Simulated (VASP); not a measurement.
Set up this calculation in VASP 6.6.1, as the native input.

| Property | Result |
| --- | --- |
| Task | single point |
| Functional | PBEsol |
| Potentials or basis | VASP PAW PBE potentials, release 64 (Pd) |
| Cutoff | 520 eV |
| k mesh | 14 × 14 × 14 |
| Occupations | gaussian, width 0.1 eV |
| Spin | no spin polarisation |
| Dipole correction | no |
| Further INCAR settings | ALGO = Fast; EDIFF = 1e-06; NBANDS = 17 |

The structure of Pd lies in POSCAR:

```
Pd
1.0
    3.0913278075      0.0000000000      0.0000000000
    0.0000000000      3.0913278075      0.0000000000
    0.0000000000      0.0000000000      3.0527825730
Pd
2
Direct
    0.0000000000      0.0000000000      0.0000000000
    0.5000000000      0.5000000000      0.5000000000
```

This isn't the form of Pd at room conditions, which is fcc.

This cell differs from its parent crystal: uniaxial strain along c: -1.0 %.

One way to write it, as run:

INCAR

```
ALGO = Fast
EDIFF = 1E-6
ENCUT = 520
GGA = PS
ISIF = 2
ISMEAR = 0
LASPH = True
LCHARG = True
LELF = True
LREAL = False
LVHAR = True
LWAVE = False
NBANDS = 17
NELM = 80
PREC = Accurate
SIGMA = 0.1
```

KPOINTS

```
k-points
0
Gamma
  14 14 14
```

Potentials or basis: VASP PAW PBE potentials, release 64 (Pd).

Command:

```bash
$ cat potpaw_PBE.64/Pd/POTCAR > POTCAR
$ mpirun -np 1 vasp_std > vasp.out
```

Results of the run:

```
Pressure               : 0.8 GPa
Band gap on the k mesh : zero (bands 10 and 11 overlap by 1.10 eV)
```

Caveat: the cell differs from its parent crystal (uniaxial strain along c: -1.0 %); the PAW data sets were made with another functional, which shifts forces and pressure a little.

It took 2.1 min on 1 thread of Intel Xeon 8259CL (shared host), peak memory 0.23 GiB.
